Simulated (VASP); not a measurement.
# Te (P3_221) in VASP: single point with PBE

Aim: the single point of Te with PBE.

Everything below comes from runs of VASP 6.6.1. Logs are shortened: lines on timing, memory, paths and dates and some standing lists are left out, and cuts for length are marked.

### 1 The cell of the first run

It takes space group P3_221 (No. 154, trigonal). The conventional cell has a = 4.447 Å, b = 4.447 Å, c = 5.915 Å, α = 90.00°, β = 90.00°, γ = 120.00°. Te (site symmetry 2) has 6 Te at 2.86 to 3.46 Å within 3.8 Å.

### 2 Single point, PBE

The input, INCAR:

```
ALGO = Normal ; EDIFF = 1E-6
ENCUT = 520 ; GGA = PE
ISIF = 2 ; ISMEAR = 0
LASPH = T ; LCHARG = T
LELF = T ; LREAL = F
LVHAR = T ; LWAVE = F
NBANDS = 16 ; NELM = 100
PREC = Accurate ; SIGMA = 0.01
```

The input, KPOINTS:

```
k-points
0
Gamma
  9 9 6
```

The input, POSCAR:

```
Te
1.0
    4.4469268669      0.0000000000      0.0000000000
   -2.2234634334      3.8511516355      0.0000000000
    0.0000000000      0.0000000000      5.9149200000
Te
3
Direct
    0.2690000000      0.0000000000      0.1666666667
    0.0000000000      0.2690000000      0.8333333333
    0.7310000000      0.7310000000      0.5000000000
```

Potentials or basis: VASP PAW PBE potentials, release 64 (Te).

Started as:

```
> cat potpaw_PBE.64/Te/POTCAR > POTCAR
> mpirun -np 1 vasp_std > vasp.out
```

OUTCAR:

```text
EDIFF = 1E-6
   ENCUT = 520
   GGA = PE
   ISIF = 2
   ISMEAR = 0
   LASPH = T
   LREAL = F
   NELM = 100
   PREC = Accurate

 ion  position               nearest neighbor table
   1  0.269  0.000  0.167-   3 2.86   2 2.86   3 3.46   3 3.46   2 3.46   2 3.46
   2  0.000  0.269  0.833-   3 2.86   1 2.86   3 3.46   3 3.46   1 3.46   1 3.46
   3  0.731  0.731  0.500-   2 2.86   1 2.86   2 3.46   1 3.46   1 3.46   2 3.46

  LATTYP: Found a hexagonal cell.
 ALAT       =     4.4469268669
 C/A-ratio  =     1.3301140714

  Lattice vectors:

 A1 = (   4.4469268669,   0.0000000000,   0.0000000000)
 A2 = (  -2.2234634334,   3.8511516355,   0.0000000000)
 A3 = (   0.0000000000,   0.0000000000,   5.9149200000)

Analysis of symmetry for initial positions (statically):
=====================================================================
 Subroutine PRICEL returns:
 Original cell was already a primitive cell.

 Routine SETGRP: Setting up the symmetry group for a
 hexagonal supercell.

 Subroutine GETGRP returns: Found  6 space group operations
 (whereof  2 operations were pure point group operations)
 out of a pool of 24 trial point group operations.

The static configuration has the point symmetry C_2 .
 The point group associated with its full space group is D_3 .

Analysis of symmetry for dynamics (positions and initial velocities):
=====================================================================
 Subroutine PRICEL returns:
 Original cell was already a primitive cell.

 Routine SETGRP: Setting up the symmetry group for a
 hexagonal supercell.

 Subroutine GETGRP returns: Found  6 space group operations
 (whereof  2 operations were pure point group operations)
 out of a pool of 24 trial point group operations.

The dynamic configuration has the point symmetry C_2 .
 The point group associated with its full space group is D_3 .

 Subroutine INISYM returns: Found  6 space group operations
 (whereof  2 operations are pure point group operations),
 and found     1 'primitive' translations

----------------------------------------------------------------------------------------

                                     Primitive cell

  volume of cell :     101.2977

  direct lattice vectors                    reciprocal lattice vectors
     4.446926867  0.000000000  0.000000000     0.224874398  0.129831294  0.000000000
    -2.223463433  3.851151635  0.000000000     0.000000000  0.259662588  0.000000000
     0.000000000  0.000000000  5.914920000     0.000000000  0.000000000  0.169063994

  length of vectors
     4.446926867  4.446926867  5.914920000     0.259662588  0.259662588  0.169063994

  position of ions in fractional coordinates (direct lattice)
     0.269000000  0.000000000  0.166666667
     0.000000000  0.269000000  0.833333333
     0.731000000  0.731000000  0.500000000

  ion indices of the primitive-cell ions
   primitive index   ion index
                 1           1
                 2           2
                 3           3

----------------------------------------------------------------------------------------

 KPOINTS: k-points

Automatic generation of k-mesh.
 Grid dimensions read from file:
 generate k-points for:    9    9    6

 Generating k-lattice:

  Cartesian coordinates                     Fractional coordinates (reciprocal lattice)
     0.024986044  0.014425699  0.000000000     0.111111111 -0.000000000  0.000000000
     0.000000000  0.028851399  0.000000000     0.000000000  0.111111111  0.000000000
     0.000000000  0.000000000  0.028177332     0.000000000  0.000000000  0.166666667

  Length of vectors
     0.028851399  0.028851399  0.028177332

  Shift w.r.t. Gamma in fractional coordinates (k-lattice)
     0.000000000  0.000000000  0.000000000

 Subroutine IBZKPT returns following result:
 ===========================================

 Found     62 irreducible k-points:

 Following reciprocal coordinates:
            Coordinates               Weight
  0.000000  0.000000  0.000000      1.000000
  0.111111 -0.000000  0.000000      6.000000
  0.222222 -0.000000  0.000000      6.000000
  0.333333 -0.000000  0.000000      6.000000
  0.444444 -0.000000  0.000000      6.000000
  0.111111  0.111111  0.000000      6.000000
[... 16 lines left out ...]
  0.222222  0.111111  0.166667     12.000000
 -0.111111  0.333333  0.166667     12.000000
 [... further k-points ...]
   k-points           NKPTS =     62   k-points in BZ     NKDIM =     62   number of bands    NBANDS=     16
   number of dos      NEDOS =    301   number of ions     NIONS =      3
   total plane-waves  NPLWV =  62208
   dimension x,y,z NGX =    36 NGY =   36 NGZ =   48
   dimension x,y,z NGXF=    72 NGYF=   72 NGZF=   96
   ions per type =               3
   NGX,Y,Z   is equivalent  to a cutoff of  13.46, 13.46, 13.49 a.u.
   NGXF,Y,Z  is equivalent  to a cutoff of  26.92, 26.92, 26.98 a.u.
 SYSTEM =  unknown system
   PREC   = accura    normal or accurate (medium, high low for compatibility)
   ISTART =      0    job   : 0-new  1-cont  2-samecut
   ICHARG =      2    charge: 1-file 2-atom 10-const
   ISPIN  =      1    spin polarized calculation?
   LNONCOLLINEAR =      F non collinear calculations
   LSORBIT =      F    spin-orbit coupling
   LASPH  =      T    aspherical Exc in radial PAW
   ENCUT  =  520.0 eV  38.22 Ry    6.18 a.u.   8.27  8.27 11.00*2*pi/ulx,y,z
   NELM   =    100;   NELMIN=  2; NELMDL= -5     # of ELM steps
   EDIFF  = 0.1E-05   stopping-criterion for ELM
   LREAL  =      F    real-space projection
   EDIFFG = 0.1E-04   stopping-criterion for IOM
   NSW    =      0    number of steps for IOM
   IBRION =     -1    ionic relax: 0-MD 1-quasi-New 2-CG
   NFREE  =      0    steps in history (QN), initial steepest desc. (CG)
   ISIF   =      2    stress and relaxation
   ISYM   =      2    0-nonsym 1-usesym 2-fastsym
   POTIM  = 0.5000    time-step for ionic-motion
   TEBEG  =    0.0;   TEEND  =   0.0 temperature during run
   PSTRESS=    0.0 pullay stress
   NELECT =      18.0000    total number of electrons
   NUPDOWN=      -1.0000    fix difference up-down
   EMIN   =  10.00;   EMAX   =-10.00  energy-range for DOS
   EFERMI =   0.00;   METHOD = LEGACY
   ISMEAR =     0;   SIGMA  =   0.01  broadening in eV -4-tet -1-fermi 0-gaus
   EFERMI_NEDOS =   21; number of points for ismear=-14 and -15
   IALGO  =     38    algorithm
   IMIX   =      4    mixing-type and parameters
     AMIX     =   0.40;   BMIX     =  1.00
     AMIX_MAG =   1.60;   BMIX_MAG =  1.00
  volume/ion in A,a.u.               =      33.77       227.86
  Fermi-wavevector in a.u.,A,eV,Ry     =   0.920377  1.739261 11.525415  0.847094
  Thomas-Fermi vector in A             =   2.045676
   LORBIT       =      0    0 simple, 1 ext, 2 COOP (PROOUT), +10 PAW based schemes
   GGA     = PE    functional components
   LHFCALC =     F    Hartree Fock is set to
   AEXX    =    0.0000 exact exchange contribution
   IVDW    =     0    specifies the selected vdW correction
   LEPSILON=     F    determine dielectric tensor
   LRPA    =     F    only Hartree local field effects (RPA)
 non-spin polarized calculation
 Gauss-broadening in eV      SIGMA  =   0.01
  energy-cutoff  :      520.00
  volume of cell :      101.30
 maximum number of plane-waves:      2754
 NGX is ok and might be reduce to    36
   NGX = 17   NGY = 17   NGZ = 21

 number of electron      17.9999999 magnetization

 Free energy of the ion-electron system (eV)
  ---------------------------------------------------
  ext. energy  EPLUGINS =         0.00000000
  ---------------------------------------------------
  free energy    TOTEN  =        -9.41278738 eV

  energy without entropy =       -9.41278738  energy(sigma->0) =       -9.41278738

 E-fermi :   6.1244     XC(G=0):  -9.0923

 val. band max:        6.0185745755   @ k =   0.3333   0.3333   0.5000
 cond. band min:       6.1875210456   @ k =   0.3333   0.3333   0.5000
 fundamental gap:      0.1689464701
 Fermi energy:         6.1243528389

 k-point     1 :       0.0000    0.0000    0.0000
  band No.  band energies     occupation
      1      -7.6388      2.00000
      2      -4.3132      2.00000
      3      -4.3132      2.00000
      4       2.9360      2.00000
      5       3.2603      2.00000
      6       3.2603      2.00000
[... 8 lines left out ...]
     15      12.0112      0.00000
     16      12.2781      0.00000

 k-point     2 :       0.1111   -0.0000    0.0000
  band No.  band energies     occupation
      1      -7.5546      2.00000
      2      -4.3378      2.00000
      3      -4.2897      2.00000
      4       2.3095      2.00000
      5       2.8273      2.00000
      6       3.0661      2.00000
[... 8 lines left out ...]
     15      12.0760      0.00000
     16      12.3217      0.00000

 k-point     3 :       0.2222   -0.0000    0.0000
  band No.  band energies     occupation
      1      -7.3132      2.00000
      2      -4.4521      2.00000
      3      -4.2253      2.00000
      4       1.5205      2.00000
      5       2.2468      2.00000
      6       2.6937      2.00000
[... 8 lines left out ...]
     15      12.2916      0.00000
     16      12.9409      0.00000

 k-point     4 :       0.3333   -0.0000    0.0000
  band No.  band energies     occupation
      1      -6.9604      2.00000
      2      -4.7101      2.00000
      3      -4.1438      2.00000
      4       1.1463      2.00000
      5       1.7930      2.00000
      6       2.3891      2.00000
[... 8 lines left out ...]
     15      13.0485      0.00000
     16      13.8830      0.00000
[... 324 lines left out ...]
 k-point    22 :       0.1111    0.1111    0.1667
  band No.  band energies     occupation
      1      -7.2943      2.00000
      2      -5.1514      2.00000
      3      -3.5355      2.00000
      4       1.8596      2.00000
      5       2.1527      2.00000
      6       3.0886      2.00000
[... 8 lines left out ...]
     15      12.2229      0.00000
     16      12.4658      0.00000

 k-point    23 :       0.2222    0.1111    0.1667
  band No.  band energies     occupation
      1      -6.9958      2.00000
      2      -5.1195      2.00000
      3      -3.7120      2.00000
      4       1.1735      2.00000
      5       1.7244      2.00000
      6       2.6792      2.00000
[... 8 lines left out ...]
     15      13.0922      0.00000
     16      13.6914      0.00000

 k-point    24 :      -0.1111    0.3333    0.1667
  band No.  band energies     occupation
      1      -7.0041      2.00000
      2      -5.0385      2.00000
      3      -3.8451      2.00000
      4       1.4660      2.00000
      5       1.8886      2.00000
      6       2.9077      2.00000
[... 8 lines left out ...]
     15      12.6377      0.00000
     16      13.0289      0.00000

 [... further k-points ...]

------------------------ aborting loop because EDIFF is reached ----------------------------------------

  FORCE on cell =-STRESS in cart. coord.  units (eV):
  Direction    XX          YY          ZZ          XY          YZ          ZX
  --------------------------------------------------------------------------------------
  -------------------------------------------------------------------------------------
  Total        0.9588996      0.9588996      1.2986675      0.0000000      0.0000000     -0.0000000
  in kB       15.1664599     15.1664599     20.5404081      0.0000000      0.0000000     -0.0000000
  external PRESSURE =      16.9577760 kB  Pullay stress =       0.0000000 kB

 VOLUME and BASIS-vectors are now :
 -----------------------------------------------------------------------------
  energy-cutoff  :      520.00
  volume of cell :      101.30
      direct lattice vectors                 reciprocal lattice vectors
     4.446926867  0.000000000  0.000000000     0.224874398  0.129831294  0.000000000
    -2.223463433  3.851151635  0.000000000     0.000000000  0.259662588  0.000000000
     0.000000000  0.000000000  5.914920000     0.000000000  0.000000000  0.169063994

 POSITION                                       TOTAL-FORCE (eV/Angst)
 -----------------------------------------------------------------------------------
      1.19622      0.00000      0.98582         0.187751      0.000000     -0.000000
     -0.59811      1.03596      4.92910        -0.093875      0.162597      0.000000
      1.62535      2.81519      2.95746        -0.093875     -0.162597      0.000000
 -----------------------------------------------------------------------------------
    total drift:                               -0.000000      0.000000      0.000000

  FREE ENERGIE OF THE ION-ELECTRON SYSTEM (eV)
  ---------------------------------------------------
  free  energy   TOTEN  =        -9.4127873786 eV

  energy  without entropy=       -9.4127873786  energy(sigma->0) =       -9.41278738
```

It took 72 s on 1 thread of Intel Xeon Platinum 8488C (Sapphire Rapids), shared host; peak memory 0.27 GiB.

Results:

```yaml
Free_energy: -9.4128 eV
Pressure: 1.7 GPa
Largest_force: 0.188 eV/Å
Band_gap_on_the_k_mesh: 0.17 eV
```

Forces on the atoms (eV/Å):
```
Te   0.188  0.000  0.000
Te  -0.094  0.163  0.000
Te  -0.094 -0.163  0.000
```

Stress tensor (GPa, compression positive):
```
1.52 0.00 0.00
0.00 1.52 0.00
0.00 0.00 2.05
```

Caveat: spin-orbit coupling is left out, which moves the levels of the heavy elements. A k mesh can miss the band edges.
